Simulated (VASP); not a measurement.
# Pt (Fm-3m) in VASP: settings compared, part 2 of 2

VASP 6.6.1.

## 4. Single point, BLYP

INCAR

```
SYSTEM = Pt
  PREC = Accurate
  ENCUT = 520
  EDIFF = 1E-6
  ISMEAR = -1
  SIGMA = 0.05
  LREAL = .False.
  LASPH = .True.
  NELM = 60
  ALGO = Fast
  ISIF = 2
  LWAVE = .False.
  LCHARG = .True.
  GGA = B5
  ALDAX = 1.0
  AGGAX = 1.0
  AGGAC = 1.0
  ALDAC = 0.0
  LELF = .True.
  LVHAR = .True.
  NBANDS = 11
```

KPOINTS

```
Automatic mesh
0
Gamma
  7 7 7
  0 0 0
```

POSCAR

```
Pt
1.0
    0.0000000000      1.9609000000      1.9609000000
    1.9609000000      0.0000000000      1.9609000000
    1.9609000000      1.9609000000      0.0000000000
Pt
1
Direct
    0.0000000000      0.0000000000      0.0000000000
```

Potentials or basis: VASP PAW PBE potentials, release 64 (Pt).

Launch:

```console
cat potpaw_PBE.64/Pt/POTCAR > POTCAR
mpirun -np 1 vasp_std > vasp.out
```

OUTCAR:

```text
SYSTEM = Pt
   PREC = Accurate
   ENCUT = 520
   EDIFF = 1E-6
   ISMEAR = -1
   LREAL = .False.
   LASPH = .True.
   NELM = 60
   ISIF = 2
   GGA = B5

 ion  position               nearest neighbor table
   1  0.000  0.000  0.000-

  LATTYP: Found a face centered cubic cell.
 ALAT       =     3.9218000000

  Lattice vectors:

 A1 = (   0.0000000000,   1.9609000000,   1.9609000000)
 A2 = (   1.9609000000,   0.0000000000,   1.9609000000)
 A3 = (   1.9609000000,   1.9609000000,   0.0000000000)

Analysis of symmetry for initial positions (statically):
=====================================================================
 Subroutine PRICEL returns:
 Original cell was already a primitive cell.

 Routine SETGRP: Setting up the symmetry group for a
 face centered cubic supercell.

 Subroutine GETGRP returns: Found 48 space group operations
 (whereof 48 operations were pure point group operations)
 out of a pool of 48 trial point group operations.

The static configuration has the point symmetry O_h .

Analysis of symmetry for dynamics (positions and initial velocities):
[... 159 lines left out ...]

 k-point     1 :       0.0000    0.0000    0.0000
  band No.  band energies     occupation
      1       1.8006      2.00000
      2       8.0804      2.00000
      3       8.0804      2.00000
      4       8.0804      2.00000
      5      10.2409      2.00000
      6      10.2409      2.00000
      7      26.7913      0.00000
      8      31.6165      0.00000
      9      31.6165      0.00000
     10      31.6165      0.00000
     11      37.3886      0.00000
[... 253 lines left out ...]
 k-point    20 :      -0.2857    0.4286    0.1429
  band No.  band energies     occupation
      1       6.2301      2.00000
      2       6.8662      2.00000
      3       7.9604      2.00000
      4      10.0268      2.00000
      5      12.0240      0.57432
      6      17.7614      0.00000
      7      20.0084      0.00000
      8      21.5091      0.00000
      9      25.4693      0.00000
     10      34.2864      0.00000
     11      37.3559      0.00000

------------------------ aborting loop because EDIFF is reached ----------------------------------------

  FORCE on cell =-STRESS in cart. coord.  units (eV):
  Direction    XX          YY          ZZ          XY          YZ          ZX
  --------------------------------------------------------------------------------------
  -------------------------------------------------------------------------------------
  Total        2.6724699      2.6724699      2.6724699      0.0000000      0.0000000     -0.0000000
  in kB      283.9403197    283.9403197    283.9403197      0.0000000      0.0000000     -0.0000000
  external PRESSURE =     283.9403197 kB  Pullay stress =       0.0000000 kB

 VOLUME and BASIS-vectors are now :
 -----------------------------------------------------------------------------
  energy-cutoff  :      520.00
  volume of cell :       15.08
      direct lattice vectors                 reciprocal lattice vectors
     0.000000000  1.960900000  1.960900000    -0.254984956  0.254984956  0.254984956
     1.960900000  0.000000000  1.960900000     0.254984956 -0.254984956  0.254984956
     1.960900000  1.960900000  0.000000000     0.254984956  0.254984956 -0.254984956

 POSITION                                       TOTAL-FORCE (eV/Angst)
 -----------------------------------------------------------------------------------
      0.00000      0.00000      0.00000         0.000000      0.000000      0.000000
 -----------------------------------------------------------------------------------
    total drift:                                0.000000      0.000000     -0.000000

  FREE ENERGIE OF THE ION-ELECTRON SYSTEM (eV)
  ---------------------------------------------------
  free  energy   TOTEN  =        -4.8542198485 eV

  energy  without entropy=       -4.8345628965  energy(sigma->0) =       -4.84439137
```

stdout:

```text
POSCAR found type information on POSCAR Pt
 POSCAR found :  1 types and       1 ions
 scaLAPACK will be used
 -----------------------------------------------------------------------------
|                                                                             |
|                                                                             |
|     You enforced a specific xc type in the INCAR file but a different       |
|     I HOPE YOU KNOW WHAT YOU ARE DOING!                                     |
|                                                                             |
 -----------------------------------------------------------------------------

 LDA part: xc-table for (Slater(with rela. corr.)+VWN5), standard interpolation
 POSCAR, INCAR and KPOINTS ok, starting setup
 FFT: planning ... GRIDC
 FFT: planning ... GRID_SOFT
 FFT: planning ... GRID
 WAVECAR not read
 entering main loop
```

Wall time 9.2 s (1 thread of Intel Xeon 8259CL, shared host); peak memory 0.14 GiB.

Results:

```
Free energy            : -4.8542 eV
Pressure               : 28.4 GPa
Band gap on the k mesh : zero (band 5 reaches 12.16 eV, above the bottom of band 6 at 10.13 eV)
```

Levels at points of the mesh, in eV from the Fermi level:
```csv
k point,band 3,band 4,band 5,band 6,band 7,band 8
"(0.00, 0.00, 0.00)",-3.90,-3.90,-1.74,-1.74,14.81,19.64
```

Caveat: the k points lie up to 0.40 Å⁻¹ apart; the PAW data sets were made with another functional, which shifts forces and pressure a little; spin-orbit coupling is left out, which moves the levels of the heavy elements.

## 5. Single point, r2SCAN

POSCAR is that of step 4.

INCAR.step1

```
PREC = Accurate
ENCUT = 520
ISMEAR = -1
SIGMA = 0.05
LREAL = F
LASPH = T
NELM = 60
NBANDS = 11
GGA = PE
ALGO = Normal
EDIFF = 1E-4
LWAVE = T
LCHARG = F
```

INCAR.step2

```
PREC = Accurate
ENCUT = 520
EDIFF = 1E-6
ISMEAR = -1
SIGMA = 0.05
LREAL = F
LASPH = T
NELM = 60
ALGO = Normal
ISIF = 2
LWAVE = F
LCHARG = F
METAGGA = R2SCAN
LMIXTAU = T
NBANDS = 11
ISTART = 1
```

KPOINTS

```
Automatic mesh
0
Gamma
  7 7 7
```

Launch:

```console
cat potpaw_PBE.64/Pt/POTCAR > POTCAR
cp INCAR.step1 INCAR
mpirun -np 1 vasp_std > vasp.out
cp INCAR.step2 INCAR
mpirun -np 1 vasp_std > vasp.out
```

Wall time 15 s (1 thread of Intel Xeon 8259CL, shared host); peak memory 0.15 GiB.

The run converged. Its results:

```yaml
Free_energy: -51.4734 eV
Pressure: 6.3 GPa
Band_gap_on_the_k_mesh: zero (band 5 reaches 11.35 eV, above the bottom of band 6 at 9.19 eV)
```

Levels at points of the mesh, in eV from the Fermi level:
| k point | band 3 | band 4 | band 5 | band 6 | band 7 | band 8 |
| --- | --- | --- | --- | --- | --- | --- |
| (0.00, 0.00, 0.00) | -4.01 | -4.01 | -1.84 | -1.84 | 15.35 | 20.53 |

Caveat: the k points lie up to 0.40 Å⁻¹ apart; the PAW data sets were made with another functional, which shifts forces and pressure a little; spin-orbit coupling is left out, which moves the levels of the heavy elements.

## 6. Summary

| level | gap on the mesh (eV) | pressure (GPa) |
| --- | --- | --- |
| RPBE | none | 15.4 |
| revPBE | none | 14.2 |
| BLYP | none | 28.4 |
| r2SCAN | none | 6.3 |

Alike in all rows: task single point; potentials or basis VASP PAW PBE potentials, release 64 (Pt); no spin polarisation; cell as given; k mesh 7 × 7 × 7; cutoff (eV) 520; smearing fermi-dirac 0.05 eV.

Caveats: all runs use coarse meshes; the PAW data sets were made with another functional, which shifts forces and pressure a little; spin-orbit coupling is left out, which moves the levels of the heavy elements.

Total energies depend on the potentials used, so only differences within one code and one set of settings carry meaning.
